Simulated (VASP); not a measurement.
# Nb (Pm-3m) in VASP: notebook, part 2 of 2

VASP 6.6.1. The steps go on from the part before.

## Step 3: Single point, BLYP

This run uses another cell than the first one, of 21.22 Å³/atom, 1.055 times its volume.

Contents of INCAR:

```
PREC = Accurate
ENCUT = 520
EDIFF = 1E-7
ISMEAR = -1
SIGMA = 0.05
LREAL = F
LASPH = T
NELM = 100
ALGO = Fast
ISIF = 2
LWAVE = F
LCHARG = F
GGA = B5
ALDAX = 1.0
AGGAX = 1.0
AGGAC = 1.0
ALDAC = 0.0
NBANDS = 12
```

Contents of KPOINTS:

```
regular mesh
0
Gamma
  10 10 10
```

Contents of POSCAR:

```
Nb
1.0
    2.7683817214      0.0000000000      0.0000000000
    0.0000000000      2.7683817214      0.0000000000
    0.0000000000      0.0000000000      2.7683817214
Nb
1
Direct
    0.5000000000      0.5000000000      0.5000000000
```

Potentials or basis: VASP PAW PBE potentials, release 64 (Nb_sv).

Started as:

```bash
$ cat potpaw_PBE.64/Nb_sv/POTCAR > POTCAR
$ mpirun -np 1 vasp_std > vasp.out
```

OUTCAR:

```text
PREC = Accurate
   ENCUT = 520
   EDIFF = 1E-7
   ISMEAR = -1
   LREAL = F
   LASPH = T
   NELM = 100
   ISIF = 2
   GGA = B5

 ion  position               nearest neighbor table
   1  0.500  0.500  0.500-

  LATTYP: Found a simple cubic cell.
 ALAT       =     2.7683817214

  Lattice vectors:

 A1 = (   2.7683817214,   0.0000000000,   0.0000000000)
 A2 = (   0.0000000000,   2.7683817214,   0.0000000000)
 A3 = (   0.0000000000,   0.0000000000,   2.7683817214)

[... 537 lines left out ...]
     11      19.8169      0.00000
     12      25.1851      0.00000

 [... further k-points ...]

------------------------ aborting loop because EDIFF is reached ----------------------------------------

  FORCE on cell =-STRESS in cart. coord.  units (eV):
  Direction    XX          YY          ZZ          XY          YZ          ZX
  --------------------------------------------------------------------------------------
  -------------------------------------------------------------------------------------
  Total       -0.0119653     -0.0119653     -0.0119653      0.0000000      0.0000000     -0.0000000
  in kB       -0.9035593     -0.9035593     -0.9035593      0.0000000      0.0000000     -0.0000000
  external PRESSURE =      -0.9035593 kB  Pullay stress =       0.0000000 kB

 VOLUME and BASIS-vectors are now :
 -----------------------------------------------------------------------------
  energy-cutoff  :      520.00
  volume of cell :       21.22
      direct lattice vectors                 reciprocal lattice vectors
     2.768381721  0.000000000  0.000000000     0.361221862  0.000000000  0.000000000
     0.000000000  2.768381721  0.000000000     0.000000000  0.361221862  0.000000000
     0.000000000  0.000000000  2.768381721     0.000000000  0.000000000  0.361221862

 POSITION                                       TOTAL-FORCE (eV/Angst)
 -----------------------------------------------------------------------------------
      1.38419      1.38419      1.38419         0.000000      0.000000      0.000000
 -----------------------------------------------------------------------------------
    total drift:                                0.000000     -0.000000     -0.000000

  FREE ENERGIE OF THE ION-ELECTRON SYSTEM (eV)
  ---------------------------------------------------
  free  energy   TOTEN  =        -8.0161598926 eV

  energy  without entropy=       -7.9957349022  energy(sigma->0) =       -8.00594740
```

OSZICAR:

```text
N       E                     dE             d eps       ncg     rms          rms(c)
DAV:   1     0.122119586556E+03    0.12212E+03   -0.74763E+03  1352   0.106E+03
DAV:   2     0.133915365507E+00   -0.12199E+03   -0.11603E+03  1460   0.387E+02
DAV:   3    -0.789467478234E+01   -0.80286E+01   -0.77317E+01  2444   0.781E+01
[... 16 lines left out ...]
RMM:  20    -0.801615902405E+01    0.19833E-05   -0.11727E-05  1988   0.382E-02    0.333E-03
RMM:  21    -0.801615937186E+01   -0.34781E-06   -0.36337E-06  1997   0.178E-02    0.181E-03
RMM:  22    -0.801615967549E+01   -0.30363E-06   -0.17678E-06  1510   0.944E-03    0.146E-03
RMM:  23    -0.801615979615E+01   -0.12066E-06   -0.11631E-06  1299   0.609E-03    0.222E-03
RMM:  24    -0.801615989261E+01   -0.96464E-07   -0.81174E-07  1265   0.492E-03
   1 F= -.80161599E+01 E0= -.80059474E+01  d E =-.204250E-01
```

stdout:

```text
POSCAR found type information on POSCAR Nb
 POSCAR found :  1 types and       1 ions
 scaLAPACK will be used
 -----------------------------------------------------------------------------
|                                                                             |
|                                                                             |
|     You enforced a specific xc type in the INCAR file but a different       |
|     I HOPE YOU KNOW WHAT YOU ARE DOING!                                     |
|                                                                             |
 -----------------------------------------------------------------------------

 LDA part: xc-table for (Slater(with rela. corr.)+VWN5), standard interpolation
 POSCAR, INCAR and KPOINTS ok, starting setup
 FFT: planning ... GRIDC
 FFT: planning ... GRID_SOFT
 FFT: planning ... GRID
 WAVECAR not read
 entering main loop
```

Run time: 31 s. Hardware: 1 thread of Intel Xeon 6975P-C, shared host; peak memory 0.14 GiB.

What came out:

```
Free energy : -8.0162 eV
Pressure    : -0.1 GPa
```

Caveat: the PAW data sets were made with another functional, which shifts forces and pressure a little.

## Step 4: Relaxation of cell and atoms, BLYP

Contents of INCAR:

```
PREC = Accurate
ENCUT = 600
EDIFF = 1E-6
ISMEAR = -1
SIGMA = 0.05
LREAL = F
LASPH = T
NELM = 100
ALGO = Fast
ISIF = 3
LWAVE = F
LCHARG = F
GGA = B5
ALDAX = 1.0
AGGAX = 1.0
AGGAC = 1.0
ALDAC = 0.0
IBRION = 2
NSW = 60
EDIFFG = -0.01
```

Contents of KPOINTS:

```
Automatic mesh
0
Gamma
  10 10 10
```

Contents of POSCAR:

```
Nb
1.0
    2.7196400000      0.0000000000      0.0000000000
    0.0000000000      2.7196400000      0.0000000000
    0.0000000000      0.0000000000      2.7196400000
Nb
1
Direct
    0.5000000000      0.5000000000      0.5000000000
```

Started as:

```bash
$ cat potpaw_PBE.64/Nb_sv/POTCAR > POTCAR
$ mpirun -np 1 vasp_std > vasp.out
```

Wall time 2.1 min (1 thread of Intel Xeon 6975P-C, shared host); peak memory 0.15 GiB.

Results (log left out):

```
Free energy                            : -8.0153 eV
Relaxed volume                         : 21.21 Å³/atom
Relaxed cell                           : a = 2.768 Å, b = 2.768 Å, c = 2.768 Å, α = 90.00°, β = 90.00°, γ = 90.00°
Space group after relaxing (to 0.05 Å) : Pm-3m (No. 221)
Energy gained by relaxing              : 21.4 meV/atom
Ionic steps                            : 4
Pressure after relaxing                : 0.0 GPa
```

Step by step:
| step | energy change (eV) | largest force (eV/Å) | pressure (GPa) | volume (Å³) |
| --- | --- | --- | --- | --- |
| 1 | 0.0000 | 0.0000 | 6.33 | 20.12 |
| 2 | 0.0042 | 0.0000 | -5.99 | 22.52 |
| 3 | -0.0214 | 0.0000 | -0.08 | 21.23 |
| 4 | -0.0214 | 0.0000 | -0.03 | 21.21 |

Final structure:
```
CELL_PARAMETERS angstrom
2.76808 0.00000 0.00000
0.00000 2.76808 0.00000
0.00000 0.00000 2.76808
ATOMIC_POSITIONS crystal
Nb 0.50000 0.50000 0.50000
```

Levels at points of the mesh, in eV from the Fermi level:
| k point | band 4 | band 5 | band 6 | band 7 | band 8 | band 9 | band 10 |
| --- | --- | --- | --- | --- | --- | --- | --- |
| (0.00, 0.00, 0.00) | -30.00 | -5.22 | -2.56 | -2.56 | 4.76 | 4.76 | 4.76 |
| (0.50, 0.00, 0.00) | -29.89 | -2.37 | -1.75 | 0.78 | 1.81 | 1.81 | 5.07 |
| (0.50, 0.50, 0.00) | -29.78 | -3.59 | -0.99 | 2.42 | 2.42 | 5.67 | 5.67 |
| (0.50, 0.50, 0.50) | -30.90 | -2.17 | -2.17 | -2.17 | 6.95 | 6.95 | 7.87 |

Caveat: the PAW data sets were made with another functional, which shifts forces and pressure a little.

## Step 5: Summary

| task | level | cell | k mesh | cutoff (eV) | gap on the mesh (eV) | pressure (GPa) |
| --- | --- | --- | --- | --- | --- | --- |
| single point | r2SCAN | a = 2.720 Å, 1 atom | 6 × 6 × 6 | 520 | none | 1.3 |
| single point | BLYP | a = 2.768 Å, 1 atom | 10 × 10 × 10 | 520 | none | -0.1 |
| relaxation of cell and atoms | BLYP | relaxed from a = 2.720 Å, 1 atom | 10 × 10 × 10 | 600 | none | 0.0 |

Alike in all rows: potentials or basis VASP PAW PBE potentials, release 64 (Nb_sv); no spin polarisation; smearing fermi-dirac 0.05 eV.

Caveats: some runs use coarse meshes; the PAW data sets were made with another functional, which shifts forces and pressure a little.

Total energies depend on the potentials used, so only differences within one code and one set of settings carry meaning.
